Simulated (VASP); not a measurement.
# HfZrS3 (Pm-3m) in VASP: further runs

The runs below take HfZrS3 through single point, relaxation of cell and atoms, with PBE.

Everything below comes from runs of VASP 6.6.1. Logs are shortened: lines on timing, memory, paths and dates and some standing lists are left out, and cuts for length are marked.

## 1. The cell of the first run

The structure is cubic, space group Pm-3m (No. 221). Conventional cell: a = 4.833 Å, b = 4.833 Å, c = 4.833 Å, α = 90.00°, β = 90.00°, γ = 90.00°. Within 4.5 Å of Zr (site symmetry m-3m) lie 12 S at 3.42 Å and 8 Hf at 4.19 Å. Within 3.2 Å of Hf (site symmetry m-3m) lie 6 S at 2.42 Å. S (site symmetry 4/mmm) has 2 Hf at 2.42 Å within 3.2 Å.

The cell was built from a structure type or drawn by symmetry, and may not be a known phase.

## 2. Single point, PBE, collinear spin

INCAR

```
SYSTEM = HfZrS3
ALGO = Normal ; EDIFF = 1E-6
ENCUT = 520 ; GGA = PE
ISIF = 2 ; ISMEAR = 0
ISPIN = 2 ; LASPH = .TRUE.
LCHARG = .TRUE. ; LELF = .TRUE.
LMAXMIX = 4 ; LORBIT = 11
LREAL = .FALSE. ; LVHAR = .TRUE.
LWAVE = .FALSE. ; MAGMOM = 1 0 0 0 0
NBANDS = 32 ; NELM = 150
PREC = Accurate ; SIGMA = 0.1
```

KPOINTS

```
k-points
0
G
  4 4 4
  0 0 0
```

POSCAR

```
HfZrS3
1.0
    4.8325831002      0.0000000000      0.0000000000
    0.0000000000      4.8325831002      0.0000000000
    0.0000000000      0.0000000000      4.8325831002
Zr Hf S
1 1 3
Direct
    0.5000000000      0.5000000000      0.5000000000
    0.0000000000      0.0000000000      0.0000000000
    0.5000000000      0.0000000000      0.0000000000
    0.0000000000      0.5000000000      0.0000000000
    0.0000000000      0.0000000000      0.5000000000
```

Potentials or basis: VASP PAW PBE potentials, release 64 (Zr_sv, Hf_pv, S).

On the command line:

```console
> cat potpaw_PBE.64/Zr_sv/POTCAR potpaw_PBE.64/Hf_pv/POTCAR potpaw_PBE.64/S/POTCAR > POTCAR
> mpirun -np 1 vasp_std > vasp.out
```

OUTCAR:

```text
SYSTEM = HfZrS3
   EDIFF = 1E-6
   ENCUT = 520
   GGA = PE
   ISIF = 2
   ISMEAR = 0
   ISPIN = 2
   LASPH = .TRUE.
   LORBIT = 11
   LREAL = .FALSE.
   NELM = 150
   PREC = Accurate

 ion  position               nearest neighbor table
   1  0.500  0.500  0.500-
   2  0.000  0.000  0.000-   3 2.42   4 2.42   5 2.42   5 2.42   4 2.42   3 2.42
   3  0.500  0.000  0.000-   2 2.42   2 2.42
   4  0.000  0.500  0.000-   2 2.42   2 2.42
   5  0.000  0.000  0.500-   2 2.42   2 2.42

  LATTYP: Found a simple cubic cell.
 ALAT       =     4.8325831002

  Lattice vectors:

 A1 = (   4.8325831002,   0.0000000000,   0.0000000000)
 A2 = (   0.0000000000,   4.8325831002,   0.0000000000)
 A3 = (   0.0000000000,   0.0000000000,   4.8325831002)

Analysis of symmetry for initial positions (statically):
=====================================================================
 Subroutine PRICEL returns:
 Original cell was already a primitive cell.

 Routine SETGRP: Setting up the symmetry group for a
 simple cubic supercell.

 Subroutine GETGRP returns: Found 48 space group operations
 (whereof 48 operations were pure point group operations)
 out of a pool of 48 trial point group operations.

The static configuration has the point symmetry O_h .

Analysis of symmetry for dynamics (positions and initial velocities):
=====================================================================
 Subroutine PRICEL returns:
 Original cell was already a primitive cell.

 Routine SETGRP: Setting up the symmetry group for a
 simple cubic supercell.

 Subroutine GETGRP returns: Found 48 space group operations
 (whereof 48 operations were pure point group operations)
 out of a pool of 48 trial point group operations.

The dynamic configuration has the point symmetry O_h .

Analysis of structural, dynamic, and magnetic symmetry:
=====================================================================
 Subroutine PRICEL returns:
 Original cell was already a primitive cell.

 Routine SETGRP: Setting up the symmetry group for a
 simple cubic supercell.

 Subroutine GETGRP returns: Found 48 space group operations
 (whereof 48 operations were pure point group operations)
 out of a pool of 48 trial point group operations.

The overall configuration has the point symmetry O_h .

 Subroutine INISYM returns: Found 48 space group operations
 (whereof 48 operations are pure point group operations),
 and found     1 'primitive' translations

----------------------------------------------------------------------------------------

                                     Primitive cell

  volume of cell :     112.8595

  direct lattice vectors                    reciprocal lattice vectors
     4.832583100  0.000000000  0.000000000     0.206928671  0.000000000  0.000000000
     0.000000000  4.832583100  0.000000000     0.000000000  0.206928671  0.000000000
     0.000000000  0.000000000  4.832583100     0.000000000  0.000000000  0.206928671

  length of vectors
     4.832583100  4.832583100  4.832583100     0.206928671  0.206928671  0.206928671

  position of ions in fractional coordinates (direct lattice)
     0.500000000  0.500000000  0.500000000
     0.000000000  0.000000000  0.000000000
     0.500000000  0.000000000  0.000000000
     0.000000000  0.500000000  0.000000000
     0.000000000  0.000000000  0.500000000

  ion indices of the primitive-cell ions
   primitive index   ion index
                 1           1
                 2           2
                 3           3
                 4           4
                 5           5

----------------------------------------------------------------------------------------

 KPOINTS: k-points

Automatic generation of k-mesh.
 Grid dimensions read from file:
 generate k-points for:    4    4    4

 Generating k-lattice:

  Cartesian coordinates                     Fractional coordinates (reciprocal lattice)
     0.051732168  0.000000000  0.000000000     0.250000000  0.000000000  0.000000000
     0.000000000  0.051732168  0.000000000     0.000000000  0.250000000  0.000000000
     0.000000000  0.000000000  0.051732168     0.000000000  0.000000000  0.250000000

  Length of vectors
     0.051732168  0.051732168  0.051732168

  Shift w.r.t. Gamma in fractional coordinates (k-lattice)
     0.000000000  0.000000000  0.000000000

 Subroutine IBZKPT returns following result:
 ===========================================

 Found     10 irreducible k-points:

 Following reciprocal coordinates:
            Coordinates               Weight
  0.000000  0.000000  0.000000      1.000000
  0.250000  0.000000  0.000000      6.000000
  0.500000  0.000000  0.000000      3.000000
  0.250000  0.250000  0.000000     12.000000
  0.500000  0.250000  0.000000     12.000000
  0.500000  0.500000  0.000000      3.000000
  0.250000  0.250000  0.250000      8.000000
  0.500000  0.250000  0.250000     12.000000
  0.500000  0.500000  0.250000      6.000000
  0.500000  0.500000  0.500000      1.000000
   k-points           NKPTS =     10   k-points in BZ     NKDIM =     10   number of bands    NBANDS=     32
   number of dos      NEDOS =    301   number of ions     NIONS =      5
   total plane-waves  NPLWV =  46656
   dimension x,y,z NGX =    36 NGY =   36 NGZ =   36
   dimension x,y,z NGXF=    72 NGYF=   72 NGZF=   72
   ions per type =               1   1   3
   NGX,Y,Z   is equivalent  to a cutoff of  12.38, 12.38, 12.38 a.u.
   NGXF,Y,Z  is equivalent  to a cutoff of  24.77, 24.77, 24.77 a.u.
 SYSTEM =  HfZrS3
   PREC   = accura    normal or accurate (medium, high low for compatibility)
   ISTART =      0    job   : 0-new  1-cont  2-samecut
   ICHARG =      2    charge: 1-file 2-atom 10-const
   ISPIN  =      2    spin polarized calculation?
   LNONCOLLINEAR =      F non collinear calculations
   LSORBIT =      F    spin-orbit coupling
   LASPH  =      T    aspherical Exc in radial PAW
   ENCUT  =  520.0 eV  38.22 Ry    6.18 a.u.   8.99  8.99  8.99*2*pi/ulx,y,z
   NELM   =    150;   NELMIN=  2; NELMDL= -5     # of ELM steps
   EDIFF  = 0.1E-05   stopping-criterion for ELM
   LREAL  =      F    real-space projection
   EDIFFG = 0.1E-04   stopping-criterion for IOM
   NSW    =      0    number of steps for IOM
   IBRION =     -1    ionic relax: 0-MD 1-quasi-New 2-CG
   NFREE  =      0    steps in history (QN), initial steepest desc. (CG)
   ISIF   =      2    stress and relaxation
   ISYM   =      2    0-nonsym 1-usesym 2-fastsym
   POTIM  = 0.5000    time-step for ionic-motion
   TEBEG  =    0.0;   TEEND  =   0.0 temperature during run
   PSTRESS=    0.0 pullay stress
   NELECT =      40.0000    total number of electrons
   NUPDOWN=      -1.0000    fix difference up-down
   EMIN   =  10.00;   EMAX   =-10.00  energy-range for DOS
   EFERMI =   0.00;   METHOD = LEGACY
   ISMEAR =     0;   SIGMA  =   0.10  broadening in eV -4-tet -1-fermi 0-gaus
   EFERMI_NEDOS =   21; number of points for ismear=-14 and -15
   IALGO  =     38    algorithm
   IMIX   =      4    mixing-type and parameters
     AMIX     =   0.40;   BMIX     =  1.00
     AMIX_MAG =   1.60;   BMIX_MAG =  1.00
  volume/ion in A,a.u.               =      22.57       152.32
  Fermi-wavevector in a.u.,A,eV,Ry     =   1.158552  2.189346 18.262318  1.342243
  Thomas-Fermi vector in A             =   2.295153
   LORBIT       =     11    0 simple, 1 ext, 2 COOP (PROOUT), +10 PAW based schemes
   GGA     = PE    functional components
   LHFCALC =     F    Hartree Fock is set to
   AEXX    =    0.0000 exact exchange contribution
   IVDW    =     0    specifies the selected vdW correction
   LEPSILON=     F    determine dielectric tensor
   LRPA    =     F    only Hartree local field effects (RPA)
 spin polarized calculation
 Gauss-broadening in eV      SIGMA  =   0.10
  energy-cutoff  :      520.00
  volume of cell :      112.86
 maximum number of plane-waves:      3060
 NGX is ok and might be reduce to    36
   NGX = 17   NGY = 17   NGZ = 17

 number of electron      39.9999993 magnetization       1.6493729

 Free energy of the ion-electron system (eV)
  ---------------------------------------------------
  ext. energy  EPLUGINS =         0.00000000
  ---------------------------------------------------
  free energy    TOTEN  =       -33.90695713 eV

  energy without entropy =      -33.88592471  energy(sigma->0) =      -33.89644092

 E-fermi :   5.9479     XC(G=0):  -9.9172

 val. band max:        5.9261222362   @ k =   0.5000   0.5000   0.5000
 cond. band min:       5.9649383569   @ k =   0.2500   0.0000   0.0000
 fundamental gap:      0.0388161207
 Fermi energy:         5.9478795604

 spin component 1

 k-point     1 :       0.0000    0.0000    0.0000
  band No.  band energies     occupation
      1     -45.0796      1.00000
      2     -25.4425      1.00000
      3     -25.4425      1.00000
      4     -25.4425      1.00000
      5     -23.0981      1.00000
      6     -23.0981      1.00000
[... 24 lines left out ...]
     31      10.8069      0.00000
     32      12.7227      0.00000

 k-point     2 :       0.2500    0.0000    0.0000
  band No.  band energies     occupation
      1     -45.0795      1.00000
      2     -25.4523      1.00000
      3     -25.4422      1.00000
      4     -25.4422      1.00000
      5     -23.1008      1.00000
      6     -23.0980      1.00000
[... 24 lines left out ...]
     31      11.1734      0.00000
     32      12.8295      0.00000
[... 243 lines left out ...]
     31      12.4058      0.00000
     32      12.4058      0.00000

 k-point    10 :       0.5000    0.5000    0.5000
  band No.  band energies     occupation
      1     -45.0793      1.00000
      2     -25.4610      1.00000
      3     -25.4610      1.00000
      4     -25.4610      1.00000
      5     -23.1021      1.00000
      6     -23.1021      1.00000
[... 24 lines left out ...]
     31      12.4499      0.00000
     32      13.7273      0.00000
 Fermi energy:         5.9478795604

 spin component 2

 k-point     1 :       0.0000    0.0000    0.0000
  band No.  band energies     occupation
      1     -44.2727      1.00000
      2     -25.4301      1.00000
      3     -25.4301      1.00000
      4     -25.4301      1.00000
      5     -22.1454      1.00000
      6     -22.1454      1.00000
[... 24 lines left out ...]
     31      10.8001      0.00000
     32      13.1900      0.00000

 k-point     2 :       0.2500    0.0000    0.0000
  band No.  band energies     occupation
      1     -44.2726      1.00000
      2     -25.4400      1.00000
      3     -25.4299      1.00000
      4     -25.4299      1.00000
      5     -22.1480      1.00000
      6     -22.1452      1.00000
[... 24 lines left out ...]
     31      11.7855      0.00000
     32      12.8388      0.00000
[... 243 lines left out ...]
     31      12.6334      0.00000
     32      12.9006      0.00000

 k-point    10 :       0.5000    0.5000    0.5000
  band No.  band energies     occupation
      1     -44.2724      1.00000
      2     -25.4487      1.00000
      3     -25.4487      1.00000
      4     -25.4487      1.00000
      5     -22.1491      1.00000
      6     -22.1491      1.00000
[... 24 lines left out ...]
     31      12.5336      0.00000
     32      13.8483      0.00000

------------------------ aborting loop because EDIFF is reached ----------------------------------------

  FORCE on cell =-STRESS in cart. coord.  units (eV):
  Direction    XX          YY          ZZ          XY          YZ          ZX
  --------------------------------------------------------------------------------------
  -------------------------------------------------------------------------------------
  Total        0.7196786      0.7196786      0.7196786      0.0000000      0.0000000     -0.0000000
  in kB       10.2167124     10.2167124     10.2167124      0.0000000      0.0000000     -0.0000000
  external PRESSURE =      10.2167124 kB  Pullay stress =       0.0000000 kB

 VOLUME and BASIS-vectors are now :
 -----------------------------------------------------------------------------
  energy-cutoff  :      520.00
  volume of cell :      112.86
      direct lattice vectors                 reciprocal lattice vectors
     4.832583100  0.000000000  0.000000000     0.206928671  0.000000000  0.000000000
     0.000000000  4.832583100  0.000000000     0.000000000  0.206928671  0.000000000
     0.000000000  0.000000000  4.832583100     0.000000000  0.000000000  0.206928671

 POSITION                                       TOTAL-FORCE (eV/Angst)
 -----------------------------------------------------------------------------------
      2.41629      2.41629      2.41629         0.000000      0.000000      0.000000
      0.00000      0.00000      0.00000         0.000000      0.000000      0.000000
      2.41629      0.00000      0.00000         0.000000      0.000000      0.000000
      0.00000      2.41629      0.00000         0.000000      0.000000      0.000000
      0.00000      0.00000      2.41629         0.000000      0.000000      0.000000
 -----------------------------------------------------------------------------------
    total drift:                                0.000000      0.000000      0.000000

  FREE ENERGIE OF THE ION-ELECTRON SYSTEM (eV)
  ---------------------------------------------------
  free  energy   TOTEN  =       -33.9069571251 eV

  energy  without entropy=      -33.8859247098  energy(sigma->0) =      -33.89644092

 total charge

# of ion       s       p       d       tot
------------------------------------------
    1        2.065   5.897   1.540   9.502
    2        0.331   6.630   1.669   8.631
    3        1.341   2.437   0.000   3.778
    4        1.341   2.437   0.000   3.778
    5        1.341   2.437   0.000   3.778
--------------------------------------------------
tot          6.419  19.839   3.210  29.467

 magnetization (x)

# of ion       s       p       d       tot
------------------------------------------
    1        0.027   0.006   1.192   1.225
    2        0.002   0.002   0.019   0.023
    3        0.002  -0.050   0.000  -0.048
    4        0.002  -0.050   0.000  -0.048
    5        0.002  -0.050   0.000  -0.048
--------------------------------------------------
tot          0.036  -0.141   1.211   1.105
```

It took 1.8 min on 1 thread of Intel Xeon 8259CL, shared host; peak memory 0.27 GiB.

Results:

```yaml
Free_energy: -33.9070 eV
Pressure: 1.0 GPa
Net_moment: 1.65 μB per cell
Site_moments: Zr +1.23; Hf +0.02; S -0.05 μB
Valence_electrons_inside_the_program's_atomic_spheres: Zr 9.50; Hf 8.63; S 3.78
```

Caveat: spin-orbit coupling is left out, which moves the levels of the heavy elements.

(Continued in part 2 of 2.)
